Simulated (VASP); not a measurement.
Here is a VASP 6.6.1 calculation.

File POSCAR:

```
Na3HSe
1.0
    4.4981794046      0.0000000000      0.0000000000
    0.0000000000      4.4981794046      0.0000000000
    0.0000000000      0.0000000000      4.4981794046
Na H Se
3 1 1
Direct
    0.0000000000      0.5000000000      0.5000000000
    0.5000000000      0.0000000000      0.5000000000
    0.5000000000      0.5000000000      0.0000000000
    0.5000000000      0.5000000000      0.5000000000
    0.0000000000      0.0000000000      0.0000000000
```

File INCAR.step1:

```
PREC = Accurate
ENCUT = 520
ISMEAR = 0
SIGMA = 0.02
LREAL = F
LASPH = T
NELM = 100
NBANDS = 22
GGA = PE
ALGO = Normal
EDIFF = 1E-4
LWAVE = T
LCHARG = F
```

File INCAR.step2:

```
PREC = Accurate
ENCUT = 520
EDIFF = 1E-6
ISMEAR = 0
SIGMA = 0.02
LREAL = F
LASPH = T
NELM = 100
ALGO = Normal
ISIF = 2
LWAVE = F
LCHARG = T
METAGGA = R2SCAN
LMIXTAU = T
LELF = T
LVHAR = T
NBANDS = 22
ISTART = 1
```

KPOINTS

```
regular mesh
0
Gamma
  6 6 6
```

Potentials or basis: VASP PAW PBE potentials, release 64 (Na_pv, H, Se).

The run is started by

```sh
$ cat potpaw_PBE.64/Na_pv/POTCAR potpaw_PBE.64/H/POTCAR potpaw_PBE.64/Se/POTCAR > POTCAR
$ cp INCAR.step1 INCAR
$ mpirun -np 1 vasp_std > vasp.out
$ cp INCAR.step2 INCAR
$ mpirun -np 1 vasp_std > vasp.out
```

Estimate the pressure.

-0.2 GPa.

Predict the band gap on the k mesh.

3.62 eV, indirect (least direct gap 3.75 eV).

Caveat: the PAW data sets were made with another functional, which shifts forces and pressure a little. r2SCAN opens gaps a little over a GGA but as a rule still falls short of measured ones.
